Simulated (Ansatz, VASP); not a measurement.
# Two plane-wave programs on Te

The input INCAR:

```
SYSTEM = Te
  PREC = Accurate
  ENCUT = 520
  EDIFF = 1E-7
  ISMEAR = -1
  SIGMA = 0.2
  LREAL = .False.
  LASPH = .True.
  NELM = 100
  ALGO = Normal
  ISIF = 2
  LWAVE = .False.
  LCHARG = .False.
  GGA = RP
  NBANDS = 16
```

The input KPOINTS:

```
Automatic mesh
0
Gamma
  6 6 4
  0 0 0
```

File POSCAR:

```
Te
1.0
    4.4540000000      0.0000000000      0.0000000000
   -2.2270000000      3.8572800000      0.0000000000
    0.0000000000      0.0000000000      5.9240000000
Te
3
Direct
    0.2690000000      0.0000000000      0.3333333333
    0.0000000000      0.2690000000      0.6666666667
    0.7310000000      0.7310000000      0.0000000000
```

Input for Ansatz:

```yaml
crystal:
  lattice:
    - [4.454, 0.0, 0.0]
    - [-2.227, 3.85728, 0.0]
    - [0.0, 0.0, 5.924]
  atoms:
    - { symbol: Te, position: [0.269, 0.0, 0.3333333333333333] }
    - { symbol: Te, position: [-1.5101021053582774e-17, 0.269, 0.6666666666666666] }
    - { symbol: Te, position: [0.731, 0.731, 0.0] }
kpoints:
  mp_grid:
    grid: [6, 6, 4]
hamiltonian:
  xc: rpbe
  pseudopotentials:
    kind: nc
scf:
  occupations:
    method: fermi_dirac
    width: 0.2
output:
  forces: true
  stress: true
```

Alike in both runs: task single point; functional RPBE; k mesh 6 × 6 × 4; occupations fermi-dirac, width 0.2 eV; no spin polarisation.

|  | VASP | Ansatz |
| --- | --- | --- |
| version | VASP 6.6.1 | Ansatz 0.2.0 |
| potentials or method | VASP PAW PBE potentials, release 64 (Te) | plane waves |
| plane-wave cutoff (eV) | 520 | 1120 |
| valence electrons in the cell | 18 | 48 |

```tsv
	VASP	Ansatz	Ansatz less VASP
pressure (GPa)	2.8	2.9	+0.04
traceless stress, the component that is largest in VASP (GPa)	0.28	0.27	-0.011
rms of the force components (eV/Å)	0.113	0.108	-0.0055
```

VASP's potentials were made for PBE, not for RPBE. Atom by atom the forces differ by 0.005 eV/Å (rms over components). With one functional, cell and mesh, what is left measures potentials, basis and numerics. VASP's potentials hold 18 valence electrons a cell and Ansatz's 48, so a difference there can come from the potentials and not from the codes.

Neither program's run includes spin-orbit coupling.
